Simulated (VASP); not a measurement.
Na, 2 atoms in the cell. It takes space group P6_3/mmc (No. 194, hexagonal). Conventional cell: a = 3.187 Å, b = 3.187 Å, c = 5.163 Å, α = 90.00°, β = 90.00°, γ = 120.00°. Na (site symmetry -6m2) has 12 Na at 3.17 to 3.19 Å within 4.2 Å. This isn't the form of Na at room conditions, which is bcc.

| Item | Value |
| --- | --- |
| Program | VASP 6.6.1 |
| Task | single point |
| Functional | LDA |
| Potentials or basis | VASP PAW LDA potentials, release 64 (Na_pv) |
| Cutoff | 520 eV |
| k mesh | 12 × 12 × 7 |
| Occupations | fermi-dirac, width 0.05 eV |
| Spin | no spin polarisation |
| Dipole correction | no |
| Further INCAR settings | ALGO = Normal; EDIFF = 1e-07; NBANDS = 14 |

Potentials or basis: VASP PAW LDA potentials, release 64 (Na_pv).

Run with:

```console
$ cat potpaw_LDA.64/Na_pv/POTCAR > POTCAR
$ mpirun -np 1 vasp_std > vasp.out
```

Hardware: 1 thread of Intel(R) Xeon(R) Platinum 8259CL CPU @ 2.50GHz (Skylake/Cascade Lake) (shared host).

**Question.** How long does it take, and how much memory?

**Answer.** Run time: 28 s on 1 thread of Intel(R) Xeon(R) Platinum 8259CL CPU @ 2.50GHz (Skylake/Cascade Lake), on a shared host, peak memory 0.15 GiB. Counts: scf iterations 11, k points 76.
